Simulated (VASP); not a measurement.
Input of a VASP 6.6.1 run:

The input INCAR:

```
PREC     = Accurate       # precision mode
ENCUT    = 520            # plane-wave cutoff, eV
EDIFF    = 1E-7           # SCF threshold, eV
ISMEAR   = 0              # smearing method
SIGMA    = 0.01           # smearing width, eV
LREAL    = F              # projectors in reciprocal space
LASPH    = T              # aspherical terms in the spheres
NELM     = 80             # most SCF steps
ALGO     = Normal         # electronic algorithm
ISIF     = 2              # what is computed and relaxed
LWAVE    = F              # write WAVECAR
LCHARG   = F              # write CHGCAR
GGA      = PE             # functional
NBANDS   = 18             # bands
```

KPOINTS

```
regular mesh
0
Gamma
  6 6 6
```

The input POSCAR:

```
HfO2
1.0
    0.0000000000      2.5291822585      2.5291822585
    2.5291822585      0.0000000000      2.5291822585
    2.5291822585      2.5291822585      0.0000000000
Hf O
1 2
Direct
    0.0000000000      0.0000000000      0.0000000000
    0.7500000000      0.7500000000      0.7500000000
    0.2500000000      0.2500000000      0.2500000000
```

Potentials or basis: VASP PAW PBE potentials, release 64 (Hf_pv, O).

Launch:

```bash
$ cat potpaw_PBE.64/Hf_pv/POTCAR potpaw_PBE.64/O/POTCAR > POTCAR
$ mpirun -np 1 vasp_std > vasp.out
```

Question: Estimate the pressure.

Answer: 2.1 GPa.

Question: Estimate the band gap on the k mesh.

Answer: 3.82 eV, direct.

Caveat: spin-orbit coupling is left out, which moves the levels of the heavy elements. A k mesh can miss the band edges.
